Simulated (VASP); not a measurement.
# Os (P6_3/mmc) in VASP: further runs, part 2 of 2

VASP 6.6.1.

## Step 3: Single point, LDA

Contents of INCAR:

```
PREC = Accurate
ENCUT = 520
EDIFF = 1E-6
ISMEAR = -1
SIGMA = 0.05
LREAL = F
LASPH = T
NELM = 100
ALGO = Normal
ISIF = 2
LWAVE = F
LCHARG = F
NBANDS = 15
```

Contents of KPOINTS:

```
Automatic mesh
0
Gamma
  13 13 7
```

Contents of POSCAR:

```
Os
1.0
    2.7305981567      0.0000000000      0.0000000000
   -1.3652990784      2.3647673712      0.0000000000
    0.0000000000      0.0000000000      4.4235690139
Os
2
Direct
    0.3333333333      0.6666666667      0.2500000000
    0.6666666667      0.3333333333      0.7500000000
```

Potentials or basis: VASP PAW LDA potentials, release 64 (Os).

Run with:

```bash
$ cat potpaw_LDA.64/Os/POTCAR > POTCAR
$ mpirun -np 1 vasp_std > vasp.out
```

OUTCAR:

```text
PREC = Accurate
   ENCUT = 520
   EDIFF = 1E-6
   ISMEAR = -1
   LREAL = F
   LASPH = T
   NELM = 100
   ISIF = 2

 ion  position               nearest neighbor table
   1  0.333  0.667  0.250-   2 2.72   2 2.72   2 2.72   2 2.72   2 2.72   2 2.72
   2  0.667  0.333  0.750-   1 2.72   1 2.72   1 2.72   1 2.72   1 2.72   1 2.72

  LATTYP: Found a hexagonal cell.
 ALAT       =     2.7305981567
 C/A-ratio  =     1.6200000000

  Lattice vectors:

 A1 = (   2.7305981567,   0.0000000000,   0.0000000000)
 A2 = (  -1.3652990784,   2.3647673712,   0.0000000000)
 A3 = (   0.0000000000,   0.0000000000,   4.4235690139)

Analysis of symmetry for initial positions (statically):
=====================================================================
 Subroutine PRICEL returns:
 Original cell was already a primitive cell.

 Routine SETGRP: Setting up the symmetry group for a
 hexagonal supercell.

 Subroutine GETGRP returns: Found 24 space group operations
 (whereof 12 operations were pure point group operations)
 out of a pool of 24 trial point group operations.

The static configuration has the point symmetry D_3d.
 The point group associated with its full space group is D_6h.

Analysis of symmetry for dynamics (positions and initial velocities):
=====================================================================
 Subroutine PRICEL returns:
 Original cell was already a primitive cell.

 Routine SETGRP: Setting up the symmetry group for a
 hexagonal supercell.

 Subroutine GETGRP returns: Found 24 space group operations
 (whereof 12 operations were pure point group operations)
 out of a pool of 24 trial point group operations.

The dynamic configuration has the point symmetry D_3d.
 The point group associated with its full space group is D_6h.

 Subroutine INISYM returns: Found 24 space group operations
 (whereof 12 operations are pure point group operations),
 and found     1 'primitive' translations

----------------------------------------------------------------------------------------

[... 116 lines left out ...]
   LORBIT       =      0    0 simple, 1 ext, 2 COOP (PROOUT), +10 PAW based schemes
   GGA     = CA    functional components
   LHFCALC =     F    Hartree Fock is set to
   AEXX    =    0.0000 exact exchange contribution
   IVDW    =     0    specifies the selected vdW correction
   LEPSILON=     F    determine dielectric tensor
   LRPA    =     F    only Hartree local field effects (RPA)
 non-spin polarized calculation
  energy-cutoff  :      520.00
  volume of cell :       28.56
 maximum number of plane-waves:       785
   NGX = 11   NGY = 11   NGZ = 17

 number of electron      15.9999999 magnetization

 Free energy of the ion-electron system (eV)
  ---------------------------------------------------
  ext. energy  EPLUGINS =         0.00000000
  ---------------------------------------------------
  free energy    TOTEN  =       -25.22861743 eV

  energy without entropy =      -25.21966166  energy(sigma->0) =      -25.22413955

 E-fermi :   9.1092     XC(G=0): -14.0637

 val. band max:        9.0792839278   @ k =   0.3077   0.1538   0.2857
 cond. band min:       9.1253119465   @ k =   0.3846   0.2308   0.2857
 fundamental gap:      0.0460280187
 Fermi energy:         9.1092160206

 k-point     1 :       0.0000    0.0000    0.0000
  band No.  band energies     occupation
      1      -1.6104      2.00000
      2       1.4649      2.00000
      3       6.0610      2.00000
      4       6.1320      2.00000
      5       6.1320      2.00000
      6       6.8745      2.00000
      7       6.8745      2.00000
      8       7.7725      2.00000
      9       7.7725      2.00000
     10       8.9372      1.93793
     11      10.7083      0.00000
     12      10.7083      0.00000
     13      17.5726      0.00000
     14      23.3269      0.00000
[... 401 lines left out ...]
      2       2.2882      2.00000
      3       5.1664      2.00000
      4       5.6306      2.00000
      5       6.1683      2.00000
      6       6.6715      2.00000
      7       7.0380      2.00000
      8       7.4167      2.00000
      9       7.8120      2.00000
     10       7.9961      2.00000
     11      10.9679      0.00000
     12      12.9995      0.00000
     13      18.6593      0.00000
     14      24.5277      0.00000
     15      26.4132      0.00000

 [... further k-points ...]
[... 5 lines left out ...]
  --------------------------------------------------------------------------------------
  -------------------------------------------------------------------------------------
  Total       -1.9845397     -1.9845397     -4.8698875      0.0000000     -0.0000000      0.0000000
  in kB     -111.3144022   -111.3144022   -273.1558360      0.0000000     -0.0000000      0.0000000
  external PRESSURE =    -165.2615468 kB  Pullay stress =       0.0000000 kB

 VOLUME and BASIS-vectors are now :
 -----------------------------------------------------------------------------
  energy-cutoff  :      520.00
  volume of cell :       28.56
      direct lattice vectors                 reciprocal lattice vectors
     2.730598157  0.000000000  0.000000000     0.366220126  0.211437288  0.000000000
    -1.365299078  2.364767371  0.000000000     0.000000000  0.422874576  0.000000000
     0.000000000  0.000000000  4.423569014     0.000000000  0.000000000  0.226061806

 POSITION                                       TOTAL-FORCE (eV/Angst)
 -----------------------------------------------------------------------------------
     -0.00000      1.57651      1.10589         0.000000     -0.000000      0.000000
      1.36530      0.78826      3.31768        -0.000000      0.000000      0.000000
 -----------------------------------------------------------------------------------
    total drift:                               -0.000000      0.000000     -0.000000

  FREE ENERGIE OF THE ION-ELECTRON SYSTEM (eV)
  ---------------------------------------------------
  free  energy   TOTEN  =       -25.2286174315 eV

  energy  without entropy=      -25.2196616605  energy(sigma->0) =      -25.22413955
```

Run time: 12 s. Hardware: 1 thread of Intel Xeon 6975P-C (Granite Rapids), shared host; peak memory 0.15 GiB.

Results:

* Free energy: -25.2286 eV
* Pressure: -16.5 GPa
* Band gap on the k mesh: zero (bands 8 and 9 overlap by 3.69 eV)

Stress tensor (GPa, compression positive):
```
-11.13   0.00   0.00
  0.00 -11.13   0.00
  0.00   0.00 -27.32
```

Caveat: the cell stands under tension; spin-orbit coupling is left out, which moves the levels of the heavy elements.

## Step 4: Single point, LDA+U

Contents of INCAR:

```
  ALGO = Normal
  EDIFF = 1E-6
  ENCUT = 520
  GGA = CA
  ISIF = 2
  ISMEAR = -1
  LASPH = T
  LCHARG = F
  LDAU = T
  LDAUJ = 0
  LDAUL = 2
  LDAUPRINT = 1
  LDAUTYPE = 2
  LDAUU = 1
  LMAXMIX = 4
  LREAL = F
  LWAVE = F
  NBANDS = 15
  NELM = 150
  PREC = Accurate
  SIGMA = 0.05
```

Contents of KPOINTS:

```
k-points
0
Gamma
  13 13 7
```

POSCAR is that of step 3.

Run with:

```bash
$ cat potpaw_LDA.64/Os/POTCAR > POTCAR
$ mpirun -np 1 vasp_std > vasp.out
```

Run time: 13 s. Hardware: 1 thread of Intel Xeon 6975P-C (Granite Rapids), shared host; peak memory 0.14 GiB.

It converged, with:

- Free energy: -22.8972 eV
- Pressure: -19.2 GPa
- Band gap on the k mesh: zero (bands 8 and 9 overlap by 3.70 eV)

Stress tensor (GPa, compression positive):
```
-13.76   0.00   0.00
  0.00 -13.76   0.00
  0.00   0.00 -30.10
```

Levels at points of the mesh, in eV from the Fermi level:
```
           k point  band 5  band 6  band 7  band 8  band 9  band 10  band 11  band 12
(0.00, 0.00, 0.00)   -2.99   -2.25   -2.25   -1.36   -1.36    -0.07     1.59     1.59
```

Eigenvalues of the final occupation matrices:
```tsv
site	spin	trace	eigenvalues
site 1 d	1	3.17	0.62 0.63 0.63 0.64 0.64
site 1 d	2	3.17	0.62 0.63 0.63 0.64 0.64
site 2 d	1	3.17	0.62 0.63 0.63 0.64 0.64
site 2 d	2	3.17	0.62 0.63 0.63 0.64 0.64
```

Caveat: the cell stands under tension; spin-orbit coupling is left out, which moves the levels of the heavy elements; U without spin polarisation on a metal has little footing; the U is typed as a test and isn't derived for this compound.
